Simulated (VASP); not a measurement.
# K (Im-3m) in VASP: a series of runs

Runs on K. Level: revPBE. Tasks: single point.

Everything below comes from runs of VASP 6.6.1. Logs are shortened: lines on timing, memory, paths and dates and some standing lists are left out, and cuts for length are marked.

**1. The cell of the first run**

Symmetry: Im-3m, No. 229, cubic system. Conventional cell: a = 5.562 Å, b = 5.562 Å, c = 5.562 Å, α = 90.00°, β = 90.00°, γ = 90.00°.

**2. Single point, revPBE (86.05 Å³/atom)**

File INCAR:

```
SYSTEM = K
  ALGO = Normal
  EDIFF = 1E-7
  ENCUT = 520
  GGA = RE
  ISIF = 2
  ISMEAR = -1
  LASPH = .TRUE.
  LCHARG = .FALSE.
  LREAL = .FALSE.
  LWAVE = .FALSE.
  NBANDS = 10
  NELM = 100
  PREC = Accurate
  SIGMA = 0.1
```

File KPOINTS:

```
k-points
0
G
  14 14 14
  0 0 0
```

File POSCAR:

```
K
1.0
   -2.7811650544      2.7811650544      2.7811650544
    2.7811650544     -2.7811650544      2.7811650544
    2.7811650544      2.7811650544     -2.7811650544
K
1
Direct
    0.0000000000      0.0000000000      0.0000000000
```

Potentials or basis: VASP PAW PBE potentials, release 64 (K_sv).

The run is started by

```sh
> cat potpaw_PBE.64/K_sv/POTCAR > POTCAR
> mpirun -np 1 vasp_std > vasp.out
```

OUTCAR:

```text
SYSTEM = K
   EDIFF = 1E-7
   ENCUT = 520
   GGA = RE
   ISIF = 2
   ISMEAR = -1
   LASPH = .TRUE.
   LREAL = .FALSE.
   NELM = 100
   PREC = Accurate

 ion  position               nearest neighbor table
   1  0.000  0.000  0.000-

  LATTYP: Found a body centered cubic cell.
 ALAT       =     5.5623301088

  Lattice vectors:

 A1 = (  -2.7811650544,   2.7811650544,   2.7811650544)
 A2 = (   2.7811650544,  -2.7811650544,   2.7811650544)
 A3 = (   2.7811650544,   2.7811650544,  -2.7811650544)

Analysis of symmetry for initial positions (statically):
=====================================================================
 Subroutine PRICEL returns:
 Original cell was already a primitive cell.

 Routine SETGRP: Setting up the symmetry group for a
 body centered cubic supercell.

 Subroutine GETGRP returns: Found 48 space group operations
 (whereof 48 operations were pure point group operations)
 out of a pool of 48 trial point group operations.

The static configuration has the point symmetry O_h .

Analysis of symmetry for dynamics (positions and initial velocities):
=====================================================================
 Subroutine PRICEL returns:
 Original cell was already a primitive cell.

 Routine SETGRP: Setting up the symmetry group for a
 body centered cubic supercell.

 Subroutine GETGRP returns: Found 48 space group operations
 (whereof 48 operations were pure point group operations)
 out of a pool of 48 trial point group operations.

The dynamic configuration has the point symmetry O_h .

 Subroutine INISYM returns: Found 48 space group operations
 (whereof 48 operations are pure point group operations),
 and found     1 'primitive' translations

----------------------------------------------------------------------------------------

                                     Primitive cell

  volume of cell :      86.0479

  direct lattice vectors                    reciprocal lattice vectors
    -2.781165054  2.781165054  2.781165054     0.000000000  0.179780772  0.179780772
     2.781165054 -2.781165054  2.781165054     0.179780772  0.000000000  0.179780772
     2.781165054  2.781165054 -2.781165054     0.179780772  0.179780772  0.000000000

  length of vectors
     4.817119178  4.817119178  4.817119178     0.254248406  0.254248406  0.254248406

  position of ions in fractional coordinates (direct lattice)
     0.000000000  0.000000000  0.000000000

  ion indices of the primitive-cell ions
   primitive index   ion index
                 1           1

----------------------------------------------------------------------------------------

 KPOINTS: k-points

Automatic generation of k-mesh.
 Grid dimensions read from file:
 generate k-points for:   14   14   14

 Generating k-lattice:

  Cartesian coordinates                     Fractional coordinates (reciprocal lattice)
     0.000000000  0.012841484  0.012841484     0.071428571  0.000000000  0.000000000
     0.012841484  0.000000000  0.012841484     0.000000000  0.071428571  0.000000000
     0.012841484  0.012841484  0.000000000     0.000000000  0.000000000  0.071428571

  Length of vectors
     0.018160600  0.018160600  0.018160600

  Shift w.r.t. Gamma in fractional coordinates (k-lattice)
     0.000000000  0.000000000  0.000000000

 Subroutine IBZKPT returns following result:
 ===========================================

 Found    104 irreducible k-points:

 Following reciprocal coordinates:
            Coordinates               Weight
  0.000000  0.000000  0.000000      1.000000
  0.071429  0.000000  0.000000     12.000000
  0.142857  0.000000  0.000000     12.000000
  0.214286  0.000000  0.000000     12.000000
  0.285714  0.000000  0.000000     12.000000
  0.357143  0.000000  0.000000     12.000000
[... 16 lines left out ...]
  0.285714  0.285714  0.000000     24.000000
  0.357143  0.285714  0.000000     24.000000
 [... further k-points ...]
   k-points           NKPTS =    104   k-points in BZ     NKDIM =    104   number of bands    NBANDS=     10
   number of dos      NEDOS =    301   number of ions     NIONS =      1
   total plane-waves  NPLWV =  46656
   dimension x,y,z NGX =    36 NGY =   36 NGZ =   36
   dimension x,y,z NGXF=    72 NGYF=   72 NGZF=   72
   ions per type =               1
   NGX,Y,Z   is equivalent  to a cutoff of  12.42, 12.42, 12.42 a.u.
   NGXF,Y,Z  is equivalent  to a cutoff of  24.85, 24.85, 24.85 a.u.
 SYSTEM =  K
   PREC   = accura    normal or accurate (medium, high low for compatibility)
   ISTART =      0    job   : 0-new  1-cont  2-samecut
   ICHARG =      2    charge: 1-file 2-atom 10-const
   ISPIN  =      1    spin polarized calculation?
   LNONCOLLINEAR =      F non collinear calculations
   LSORBIT =      F    spin-orbit coupling
   LASPH  =      T    aspherical Exc in radial PAW
   ENCUT  =  520.0 eV  38.22 Ry    6.18 a.u.   8.96  8.96  8.96*2*pi/ulx,y,z
   NELM   =    100;   NELMIN=  2; NELMDL= -5     # of ELM steps
   EDIFF  = 0.1E-06   stopping-criterion for ELM
   LREAL  =      F    real-space projection
   EDIFFG = 0.1E-05   stopping-criterion for IOM
   NSW    =      0    number of steps for IOM
   IBRION =     -1    ionic relax: 0-MD 1-quasi-New 2-CG
   NFREE  =      0    steps in history (QN), initial steepest desc. (CG)
   ISIF   =      2    stress and relaxation
   ISYM   =      2    0-nonsym 1-usesym 2-fastsym
   POTIM  = 0.5000    time-step for ionic-motion
   TEBEG  =    0.0;   TEEND  =   0.0 temperature during run
   PSTRESS=    0.0 pullay stress
   NELECT =       9.0000    total number of electrons
   NUPDOWN=      -1.0000    fix difference up-down
   EMIN   =  10.00;   EMAX   =-10.00  energy-range for DOS
   EFERMI =   0.00;   METHOD = LEGACY
   ISMEAR =    -1;   SIGMA  =   0.10  broadening in eV -4-tet -1-fermi 0-gaus
   EFERMI_NEDOS =   21; number of points for ismear=-14 and -15
   IALGO  =     38    algorithm
   IMIX   =      4    mixing-type and parameters
     AMIX     =   0.40;   BMIX     =  1.00
     AMIX_MAG =   1.60;   BMIX_MAG =  1.00
  volume/ion in A,a.u.               =      86.05       580.68
  Fermi-wavevector in a.u.,A,eV,Ry     =   0.771334  1.457609  8.094861  0.594955
  Thomas-Fermi vector in A             =   1.872729
   LORBIT       =      0    0 simple, 1 ext, 2 COOP (PROOUT), +10 PAW based schemes
   GGA     = RE    functional components
   LHFCALC =     F    Hartree Fock is set to
   AEXX    =    0.0000 exact exchange contribution
   IVDW    =     0    specifies the selected vdW correction
   LEPSILON=     F    determine dielectric tensor
   LRPA    =     F    only Hartree local field effects (RPA)
 non-spin polarized calculation
  energy-cutoff  :      520.00
  volume of cell :       86.05
 maximum number of plane-waves:      2344
   NGX = 17   NGY = 17   NGZ = 17

 number of electron       9.0000002 magnetization

 Free energy of the ion-electron system (eV)
  ---------------------------------------------------
  ext. energy  EPLUGINS =         0.00000000
  ---------------------------------------------------
  free energy    TOTEN  =        -0.95656290 eV

  energy without entropy =       -0.92896735  energy(sigma->0) =       -0.94276512

 E-fermi :  -0.3275     XC(G=0):  -5.1772

 val. band max:       -0.3504567042   @ k =   0.2857   0.2143   0.0000
 cond. band min:      -0.3066124366   @ k =   0.3571   0.0714   0.0714
 fundamental gap:      0.0438442676
 Fermi energy:        -0.3274967500

 k-point     1 :       0.0000    0.0000    0.0000
  band No.  band energies     occupation
      1     -32.6636      2.00000
      2     -16.0892      2.00000
      3     -16.0892      2.00000
      4     -16.0892      2.00000
      5      -2.2665      2.00000
      6       3.8460      0.00000
      7       3.8460      0.00000
      8       3.8460      0.00000
      9       4.6484      0.00000
     10       4.6484      0.00000

 k-point     2 :       0.0714    0.0000    0.0000
  band No.  band energies     occupation
      1     -32.6635      2.00000
      2     -16.0910      2.00000
      3     -16.0898      2.00000
      4     -16.0892      2.00000
      5      -2.2107      2.00000
      6       3.7506      0.00000
      7       3.7643      0.00000
      8       3.8864      0.00000
      9       4.5261      0.00000
     10       4.6278      0.00000

 k-point     3 :       0.1429    0.0000    0.0000
  band No.  band energies     occupation
      1     -32.6633      2.00000
      2     -16.0962      2.00000
      3     -16.0916      2.00000
      4     -16.0891      2.00000
      5      -2.0447      2.00000
      6       3.3800      0.00000
      7       3.5644      0.00000
      8       4.0069      0.00000
      9       4.4242      0.00000
     10       4.5860      0.00000

 k-point     4 :       0.2143    0.0000    0.0000
  band No.  band energies     occupation
      1     -32.6629      2.00000
      2     -16.1036      2.00000
      3     -16.0942      2.00000
      4     -16.0891      2.00000
      5      -1.7726      2.00000
      6       2.8043      0.00000
      7       3.3259      0.00000
      8       4.2046      0.00000
      9       4.4516      0.00000
     10       4.5623      0.00000
[... 222 lines left out ...]
 k-point    22 :       0.3571    0.2143    0.0000
  band No.  band energies     occupation
      1     -32.6616      2.00000
      2     -16.1207      2.00000
      3     -16.1070      2.00000
      4     -16.0930      2.00000
      5       0.2007      0.01011
      6       0.7892      0.00003
      7       1.9246      0.00000
      8       3.8654      0.00000
      9       4.7000      0.00000
     10       5.0220      0.00000

 k-point    23 :       0.2857    0.2857    0.0000
  band No.  band energies     occupation
      1     -32.6616      2.00000
      2     -16.1188      2.00000
      3     -16.1090      2.00000
      4     -16.0935      2.00000
      5       0.1569      0.01562
      6       1.1480      0.00000
      7       1.5555      0.00000
      8       3.8633      0.00000
      9       4.6108      0.00000
     10       5.0037      0.00000

 k-point    24 :       0.3571    0.2857    0.0000
  band No.  band energies     occupation
      1     -32.6616      2.00000
      2     -16.1173      2.00000
      3     -16.1117      2.00000
      4     -16.0937      2.00000
      5       0.6534      0.00011
      6       0.7516      0.00004
      7       1.3846      0.00000
      8       3.8165      0.00000
      9       4.7208      0.00000
     10       4.8696      0.00000

 [... further k-points ...]
[... 5 lines left out ...]
  --------------------------------------------------------------------------------------
  -------------------------------------------------------------------------------------
  Total       -0.1113958     -0.1113958     -0.1113958     -0.0000000     -0.0000000      0.0000000
  in kB       -2.0741449     -2.0741449     -2.0741449     -0.0000000     -0.0000000      0.0000000
  external PRESSURE =      -2.0741449 kB  Pullay stress =       0.0000000 kB

 VOLUME and BASIS-vectors are now :
 -----------------------------------------------------------------------------
  energy-cutoff  :      520.00
  volume of cell :       86.05
      direct lattice vectors                 reciprocal lattice vectors
    -2.781165054  2.781165054  2.781165054     0.000000000  0.179780772  0.179780772
     2.781165054 -2.781165054  2.781165054     0.179780772  0.000000000  0.179780772
     2.781165054  2.781165054 -2.781165054     0.179780772  0.179780772  0.000000000

 POSITION                                       TOTAL-FORCE (eV/Angst)
 -----------------------------------------------------------------------------------
      0.00000      0.00000      0.00000         0.000000     -0.000000      0.000000
 -----------------------------------------------------------------------------------
    total drift:                               -0.000000      0.000000      0.000000

  FREE ENERGIE OF THE ION-ELECTRON SYSTEM (eV)
  ---------------------------------------------------
  free  energy   TOTEN  =        -0.9565628973 eV

  energy  without entropy=       -0.9289673457  energy(sigma->0) =       -0.94276512
```

It took 84 s on 1 thread of Intel Xeon 8259CL, shared host; peak memory 0.25 GiB.

What came out:

```yaml
Free_energy: -0.9566 eV
Pressure: -0.2 GPa
Band_gap_on_the_k_mesh: zero (an odd number of electrons rules out a gap without spin polarisation)
```

Levels at points of the mesh, in eV from the Fermi level:
```tsv
k point	band 1	band 2	band 3	band 4	band 5	band 6	band 7	band 8	band 9
(0.00, 0.00, 0.00)	-32.34	-15.76	-15.76	-15.76	-1.94	4.17	4.17	4.17	4.98
(0.50, 0.00, 0.00)	-32.33	-15.80	-15.77	-15.76	0.46	0.59	3.12	4.58	5.39
(0.50, 0.50, 0.50)	-32.33	-15.79	-15.79	-15.79	1.71	1.71	3.09	3.09	3.09
```

Caveat: the PAW data sets were made with another functional, which shifts forces and pressure a little.

**3. Single point, revPBE (89.23 Å³/atom)**

This run uses another cell than the first one, of 89.23 Å³/atom.

File INCAR:

```
PREC = Accurate
ENCUT = 520
EDIFF = 1E-6
ISMEAR = -1
SIGMA = 0.1
LREAL = F
LASPH = T
NELM = 80
ALGO = Normal
ISIF = 2
LWAVE = F
LCHARG = F
GGA = RE
NBANDS = 10
```

File KPOINTS:

```
Automatic mesh
0
Gamma
  14 14 14
```

File POSCAR:

```
K
1.0
   -2.8150850444      2.8150850444      2.8150850444
    2.8150850444     -2.8150850444      2.8150850444
    2.8150850444      2.8150850444     -2.8150850444
K
1
Direct
    0.0000000000      0.0000000000      0.0000000000
```

Potentials or basis: VASP PAW PBE potentials, release 64 (K_sv).

The run is started by

```sh
> cat potpaw_PBE.64/K_sv/POTCAR > POTCAR
> mpirun -np 1 vasp_std > vasp.out
```

Run time: 81 s. Hardware: 1 thread of Intel Xeon 8259CL, shared host; peak memory 0.25 GiB.

The run converged. Its results:

- Free energy: -0.9519 eV
- Pressure: -0.3 GPa
- Band gap on the k mesh: zero (an odd number of electrons rules out a gap without spin polarisation)

Levels at points of the mesh, in eV from the Fermi level:
| k point | band 1 | band 2 | band 3 | band 4 | band 5 | band 6 | band 7 | band 8 | band 9 |
| --- | --- | --- | --- | --- | --- | --- | --- | --- | --- |
| (0.00, 0.00, 0.00) | -32.37 | -15.79 | -15.79 | -15.79 | -1.89 | 4.13 | 4.13 | 4.13 | 4.92 |
| (0.50, 0.00, 0.00) | -32.36 | -15.82 | -15.80 | -15.79 | 0.45 | 0.58 | 3.09 | 4.50 | 5.28 |
| (0.50, 0.50, 0.50) | -32.36 | -15.82 | -15.82 | -15.82 | 1.72 | 1.72 | 3.01 | 3.01 | 3.01 |

Caveat: the PAW data sets were made with another functional, which shifts forces and pressure a little.

(Continued in part 2 of 2.)

The gap in the log of VASP goes by the Fermi energy; the results here count the filled bands.